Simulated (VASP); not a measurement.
# Pt (Fmmm) in VASP: further runs

Runs on Pt. Level: r2SCAN. Tasks: single point.

Everything below comes from runs of VASP 6.6.1. Logs are shortened: lines on timing, memory, paths and dates and some standing lists are left out, and cuts for length are marked.

**1. The cell of the first run**

The structure is orthorhombic, space group Fmmm (No. 69). The conventional cell has a = 3.168 Å, b = 4.397 Å, c = 4.565 Å, α = 90.00°, β = 90.00°, γ = 90.00°. Within 3.6 Å of Pt (site symmetry mmm) lie 14 Pt at 2.71 to 3.17 Å.

**2. Single point, r2SCAN (strain +0.0375 x Voigt [0, 0, 0, 1, 0, 0])**

The input, POSCAR:

```
Pt
1.0
   -1.5842200000      1.6139241250      1.6139241250
    1.5842200000     -1.5545158750      1.5545158750
    1.5842200000      1.5545158750     -1.5545158750
Pt
1
Direct
    0.0000000000      0.0000000000      0.0000000000
```

The input, INCAR.step1:

```
SYSTEM = Pt
PREC = Accurate
ENCUT = 520
ISMEAR = 0
SIGMA = 0.15
LREAL = .FALSE.
LASPH = .TRUE.
NELM = 60
NBANDS = 11
GGA = PE
ALGO = Normal
EDIFF = 1E-4
LWAVE = .TRUE.
LCHARG = .FALSE.
```

The input, INCAR.step2:

```
SYSTEM = Pt
PREC = Accurate
ENCUT = 520
EDIFF = 1E-6
ISMEAR = 0
SIGMA = 0.15
LREAL = .FALSE.
LASPH = .TRUE.
NELM = 60
ALGO = Normal
ISIF = 2
LWAVE = .FALSE.
LCHARG = .TRUE.
METAGGA = R2SCAN
LMIXTAU = .TRUE.
LELF = .TRUE.
LVHAR = .TRUE.
NBANDS = 11
ISTART = 1
```

The input, KPOINTS:

```
Automatic mesh
0
G
  22 22 22
  0 0 0
```

Potentials or basis: VASP PAW PBE potentials, release 64 (Pt).

Launch:

```bash
cat potpaw_PBE.64/Pt/POTCAR > POTCAR
cp INCAR.step1 INCAR
mpirun -np 1 vasp_std > vasp.out
cp INCAR.step2 INCAR
mpirun -np 1 vasp_std > vasp.out
```

OUTCAR:

```text
SYSTEM = Pt
   PREC = Accurate
   ENCUT = 520
   EDIFF = 1E-6
   ISMEAR = 0
   LREAL = .FALSE.
   LASPH = .TRUE.
   NELM = 60
   ISIF = 2
   METAGGA = R2SCAN
   ISTART = 1

 ion  position               nearest neighbor table
   1  0.000  0.000  0.000-

  LATTYP: Found a face centered orthorhombic cell.
 ALAT       =     3.1684400000
 B/A-ratio  =     1.3876970581
 C/A-ratio  =     1.4407300667

  Lattice vectors:

 A1 = (   0.0000000000,   3.1684400000,   0.0594082500)
 A2 = (   1.5842200000,   1.6139241250,   1.6139241250)
 A3 = (   1.5842200000,   1.5545158750,  -1.5545158750)

Analysis of symmetry for initial positions (statically):
=====================================================================
 Subroutine PRICEL returns:
 Original cell was already a primitive cell.

 Routine SETGRP: Setting up the symmetry group for a
 face centered orthorhombic supercell.

 Subroutine GETGRP returns: Found  8 space group operations
 (whereof  8 operations were pure point group operations)
 out of a pool of  8 trial point group operations.

The static configuration has the point symmetry D_2h.

Analysis of symmetry for dynamics (positions and initial velocities):
=====================================================================
 Subroutine PRICEL returns:
 Original cell was already a primitive cell.

 Routine SETGRP: Setting up the symmetry group for a
 face centered orthorhombic supercell.

 Subroutine GETGRP returns: Found  8 space group operations
 (whereof  8 operations were pure point group operations)
 out of a pool of  8 trial point group operations.

The dynamic configuration has the point symmetry D_2h.

 Subroutine INISYM returns: Found  8 space group operations
 (whereof  8 operations are pure point group operations),
 and found     1 'primitive' translations

----------------------------------------------------------------------------------------

                                     Primitive cell

  volume of cell :      15.8984

  direct lattice vectors                    reciprocal lattice vectors
    -1.584220000  1.613924125  1.613924125     0.000000000  0.309803907  0.309803907
     1.584220000 -1.554515875  1.554515875     0.315612731 -0.005919820  0.315723727
     1.584220000  1.554515875 -1.554515875     0.315612731  0.315723727 -0.005919820

  length of vectors
     2.778354760  2.709758701  2.709758701     0.438128887  0.446461546  0.446461546

  position of ions in fractional coordinates (direct lattice)
     0.000000000  0.000000000  0.000000000

[... 77 lines left out ...]
   EDIFFG = 0.1E-04   stopping-criterion for IOM
   NSW    =      0    number of steps for IOM
   IBRION =     -1    ionic relax: 0-MD 1-quasi-New 2-CG
   NFREE  =      0    steps in history (QN), initial steepest desc. (CG)
   ISIF   =      2    stress and relaxation
   ISYM   =      2    0-nonsym 1-usesym 2-fastsym
   POTIM  = 0.5000    time-step for ionic-motion
   TEBEG  =    0.0;   TEEND  =   0.0 temperature during run
   PSTRESS=    0.0 pullay stress
   NELECT =      10.0000    total number of electrons
   NUPDOWN=      -1.0000    fix difference up-down
   EMIN   =  10.00;   EMAX   =-10.00  energy-range for DOS
   EFERMI =   0.00;   METHOD = LEGACY
   ISMEAR =     0;   SIGMA  =   0.15  broadening in eV -4-tet -1-fermi 0-gaus
   EFERMI_NEDOS =   21; number of points for ismear=-14 and -15
   IALGO  =     38    algorithm
   IMIX   =      4    mixing-type and parameters
     AMIX     =   0.40;   BMIX     =  1.00
     AMIX_MAG =   1.60;   BMIX_MAG =  1.00
  volume/ion in A,a.u.               =      15.90       107.29
  Fermi-wavevector in a.u.,A,eV,Ry     =   1.402675  2.650671 26.769406  1.967496
  Thomas-Fermi vector in A             =   2.525413
   LORBIT       =      0    0 simple, 1 ext, 2 COOP (PROOUT), +10 PAW based schemes
   METAGGA = R2SCAN    functional components
   LHFCALC =     F    Hartree Fock is set to
   AEXX    =    0.0000 exact exchange contribution
   IVDW    =     0    specifies the selected vdW correction
   LEPSILON=     F    determine dielectric tensor
   LRPA    =     F    only Hartree local field effects (RPA)
 non-spin polarized calculation
 Gauss-broadening in eV      SIGMA  =   0.15
  energy-cutoff  :      520.00
  volume of cell :       15.90
 maximum number of plane-waves:       440
 NGX is ok and might be reduce to    24
   NGX = 11   NGY = 11   NGZ = 11

 number of electron       9.9999999 magnetization

 Free energy of the ion-electron system (eV)
  ---------------------------------------------------
  ext. energy  EPLUGINS =         0.00000000
  ---------------------------------------------------
  free energy    TOTEN  =       -51.39406060 eV

  energy without entropy =      -51.38131929  energy(sigma->0) =      -51.38768995

 E-fermi :   9.8330     XC(G=0): -14.2287

 val. band max:        9.8320968346   @ k =   0.2273  -0.2727   0.2727
 cond. band min:       9.8336703532   @ k =   0.3636  -0.3636   0.0455
 fundamental gap:      0.0015735186
 Fermi energy:         9.8329988203

 k-point     1 :       0.0000    0.0000    0.0000
  band No.  band energies     occupation
      1       0.1817      2.00000
      2       5.9992      2.00000
      3       6.2525      2.00000
      4       6.5473      2.00000
      5       8.7591      2.00000
      6       8.7821      2.00000
      7      27.5873      0.00000
      8      27.9507      0.00000
      9      28.2695      0.00000
     10      37.8426      0.00000
     11      38.2371      0.00000
[... 309 lines left out ...]
 k-point    24 :      -0.0000    0.0909    0.0000
  band No.  band energies     occupation
      1       0.5272      2.00000
      2       5.9935      2.00000
      3       6.3033      2.00000
      4       6.6485      2.00000
      5       8.6057      2.00000
      6       8.7824      2.00000
      7      27.8839      0.00000
      8      28.1259      0.00000
      9      28.6182      0.00000
     10      35.0628      0.00000
     11      35.4118      0.00000

 [... further k-points ...]
[... 5 lines left out ...]
  --------------------------------------------------------------------------------------
  -------------------------------------------------------------------------------------
  Total       -0.5318135     -0.5502932     -0.5502932      0.0000000     -0.5296962      0.0000000
  in kB      -53.5940017    -55.4563071    -55.4563071      0.0000000    -53.3806306      0.0000000
  external PRESSURE =     -54.8355387 kB  Pullay stress =       0.0000000 kB

 VOLUME and BASIS-vectors are now :
 -----------------------------------------------------------------------------
  energy-cutoff  :      520.00
  volume of cell :       15.90
      direct lattice vectors                 reciprocal lattice vectors
    -1.584220000  1.613924125  1.613924125     0.000000000  0.309803907  0.309803907
     1.584220000 -1.554515875  1.554515875     0.315612731 -0.005919820  0.315723727
     1.584220000  1.554515875 -1.554515875     0.315612731  0.315723727 -0.005919820

 POSITION                                       TOTAL-FORCE (eV/Angst)
 -----------------------------------------------------------------------------------
      0.00000      0.00000      0.00000        -0.000000      0.000000     -0.000000
 -----------------------------------------------------------------------------------
    total drift:                               -0.000000      0.000000      0.000000

  FREE ENERGIE OF THE ION-ELECTRON SYSTEM (eV)
  ---------------------------------------------------
  free  energy   TOTEN  =       -51.3940606032 eV

  energy  without entropy=      -51.3813192882  energy(sigma->0) =      -51.38768995
```

OUTCAR.step1:

```text
SYSTEM = Pt
   PREC = Accurate
   ENCUT = 520
   ISMEAR = 0
   LREAL = .FALSE.
   LASPH = .TRUE.
   NELM = 60
[... 557 lines left out ...]
 -----------------------------------------------------------------------------------
      0.00000      0.00000      0.00000        -0.000000      0.000000     -0.000000
 -----------------------------------------------------------------------------------
    total drift:                               -0.000000     -0.000000      0.000000

  FREE ENERGIE OF THE ION-ELECTRON SYSTEM (eV)
  ---------------------------------------------------
  free  energy   TOTEN  =        -5.9958734375 eV

  energy  without entropy=       -5.9824492158  energy(sigma->0) =       -5.98916133
```

OSZICAR.step1:

```text
N       E                     dE             d eps       ncg     rms          rms(c)
DAV:   1     0.393412601001E+02    0.39341E+02   -0.53075E+03 34252   0.840E+02
DAV:   2    -0.574279688630E+01   -0.45084E+02   -0.43298E+02 38422   0.174E+02
DAV:   3    -0.635272684219E+01   -0.60993E+00   -0.60746E+00 39449   0.193E+01
DAV:   4    -0.635514123116E+01   -0.24144E-02   -0.24142E-02 39023   0.143E+00
DAV:   5    -0.635516121168E+01   -0.19981E-04   -0.19980E-04 39810   0.121E-01    0.108E+01
DAV:   6    -0.602960390814E+01    0.32556E+00   -0.77677E-01 35877   0.685E+00    0.571E+00
DAV:   7    -0.599875341524E+01    0.30850E-01   -0.11349E-01 38727   0.257E+00    0.237E+00
DAV:   8    -0.599604252723E+01    0.27109E-02   -0.45907E-03 36237   0.582E-01    0.496E-01
DAV:   9    -0.599587059574E+01    0.17193E-03   -0.13819E-04 34144   0.102E-01    0.375E-02
DAV:  10    -0.599587343746E+01   -0.28417E-05   -0.31549E-06 18981   0.148E-02
   1 F= -.59958734E+01 E0= -.59891613E+01  d E =-.134242E-01
```

Run time: 18 min. Hardware: 1 thread of Oxide Virtual Turin-like, shared host; peak memory 0.33 GiB.

What came out:

| Property | Result |
| --- | --- |
| Free energy | -51.3941 eV |
| Pressure | -5.5 GPa |
| Band gap on the k mesh | zero (band 5 reaches 11.07 eV, above the bottom of band 6 at 8.61 eV) |

Caveat: the cell differs from its parent crystal (strain +0.0375 x Voigt [0, 0, 0, 1, 0, 0]); the PAW data sets were made with another functional, which shifts forces and pressure a little; spin-orbit coupling is left out, which moves the levels of the heavy elements.

(Continued in part 2 of 2.)
